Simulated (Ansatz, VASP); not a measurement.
## MgS: VASP beside Ansatz

```
CELL_PARAMETERS angstrom
0.00000 2.61506 2.61506
2.61506 0.00000 2.61506
2.61506 2.61506 0.00000
ATOMIC_POSITIONS crystal
Mg 0.50000 0.50000 0.50000
S 0.00000 0.00000 0.00000
```

Alike in both runs: functional PBE; k mesh 8 × 8 × 8; occupations gaussian, width 0.02 eV; no spin polarisation.

Ansatz relaxed the structure, and its values are those at the end. VASP's run is a single point on that final structure, the one shown.

```csv
,VASP,Ansatz
version,VASP 6.6.1,Ansatz 0.2.0
potentials or method,"VASP PAW PBE potentials, release 64 (Mg, S), cutoff 520 eV","scalar-relativistic, plane waves, PAW"
valence electrons in the cell,8,16
```

VASP gave:

| Property | Result |
| --- | --- |
| gap on the k mesh at the Fermi level (eV) | 2.74 |
| least direct gap on the mesh (eV) | 3.59 |
| pressure (GPa) | -0.3 |

Q: Which values does Ansatz return?

A: gap on the k mesh at the Fermi level (eV): 2.76; least direct gap on the mesh (eV): 3.60; pressure (GPa): 0.0.

VASP's potentials hold 8 valence electrons a cell and Ansatz's 16, so a difference there can come from the potentials and not from the codes.
